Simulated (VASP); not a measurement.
Write the native input for VASP 6.6.1 that does the following.

```yaml
Task: single point
Functional: PBE
Potentials_or_basis: VASP PAW PBE potentials, release 64 (Zn, C)
Cutoff: 520 eV
k_mesh: 3 × 3 × 6
Occupations: gaussian, width 0.1 eV
Spin: no spin polarisation
Dipole_correction: no
Further_INCAR_settings: ALGO = Normal; EDIFF = 1e-06; NBANDS = 50
```

The structure of Zn3C lies in POSCAR:

```
Zn3C
1.0
    6.7931929498      0.0000000000      0.0000000000
   -3.3965964749      5.8830776673      0.0000000000
    0.0000000000      0.0000000000      2.8512580566
Zn C
6 2
Direct
    0.3894107790      0.1947053895      0.7500000000
    0.8052946105      0.1947053895      0.7500000000
    0.8052946105      0.6105892210      0.7500000000
    0.6105892210      0.8052946105      0.2500000000
    0.1947053895      0.8052946105      0.2500000000
    0.1947053895      0.3894107790      0.2500000000
    0.6666666667      0.3333333333      0.2500000000
    0.3333333333      0.6666666667      0.7500000000
```

One way to write it, as run:

INCAR

```
  PREC = Accurate
  ENCUT = 520
  EDIFF = 1E-6
  ISMEAR = 0
  SIGMA = 0.1
  LREAL = False
  LASPH = True
  NELM = 60
  ALGO = Normal
  ISIF = 2
  LWAVE = False
  LCHARG = True
  GGA = PE
  LELF = True
  LVHAR = True
  NBANDS = 50
```

KPOINTS

```
regular mesh
0
Gamma
  3 3 6
```

Potentials or basis: VASP PAW PBE potentials, release 64 (Zn, C).

Run with:

```sh
$ cat potpaw_PBE.64/Zn/POTCAR potpaw_PBE.64/C/POTCAR > POTCAR
$ mpirun -np 1 vasp_std > vasp.out
```

It gave:

```yaml
Pressure: 0.5 GPa
Largest_force: 0.020 eV/Å
Band_gap_on_the_k_mesh: zero (band 40 reaches 3.86 eV, above the bottom of band 41 at 2.38 eV)
```

Caveat: the k points lie up to 0.37 Å⁻¹ apart.

It took 77 s on 1 thread of Intel(R) Xeon(R) Platinum 8259CL CPU @ 2.50GHz (Skylake/Cascade Lake) (shared host), peak memory 0.26 GiB.
